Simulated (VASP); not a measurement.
A run of VASP 6.6.1 is set up as follows.

File INCAR:

```
SYSTEM = CeO2
  ALGO = Normal
  EDIFF = 1E-6
  ENCUT = 520
  GGA = PE
  ISIF = 2
  ISMEAR = 0
  LASPH = .True.
  LCHARG = .True.
  LDAU = .True.
  LDAUJ = 0 0
  LDAUL = 3 -1
  LDAUPRINT = 1
  LDAUTYPE = 2
  LDAUU = 5 0
  LELF = .True.
  LMAXMIX = 6
  LREAL = .False.
  LVHAR = .True.
  LWAVE = .False.
  NBANDS = 19
  NELM = 150
  PREC = Accurate
  SIGMA = 0.05
```

Contents of KPOINTS:

```
k-points
0
Gamma
  12 12 12
  0 0 0
```

The input POSCAR:

```
CeO2
1.0
    0.0000000000      2.7036500000      2.7036500000
    2.7036500000      0.0000000000      2.7036500000
    2.7036500000      2.7036500000      0.0000000000
Ce O
1 2
Direct
    0.0000000000      0.0000000000      0.0000000000
    0.2500000000      0.2500000000      0.2500000000
    0.7500000000      0.7500000000      0.7500000000
```

Potentials or basis: VASP PAW PBE potentials, release 64 (Ce, O).

Command:

```sh
$ cat potpaw_PBE.64/Ce/POTCAR potpaw_PBE.64/O/POTCAR > POTCAR
$ mpirun -np 1 vasp_std > vasp.out
```

Problem. Estimate the band gap on the k mesh.

Solution. 2.43 eV, indirect (least direct gap 2.64 eV).

Problem. Predict the pressure.

Solution. 10.6 GPa.

Eigenvalues of the final occupation matrices:
| site | spin | trace | eigenvalues |
| --- | --- | --- | --- |
| site 1 f | 1 | 0.37 | 0.03 0.03 0.03 0.05 0.05 0.05 0.14 |
| site 1 f | 2 | 0.37 | 0.03 0.03 0.03 0.05 0.05 0.05 0.14 |

Caveat: spin-orbit coupling is left out, which moves the levels of the heavy elements. A k mesh can miss the band edges.
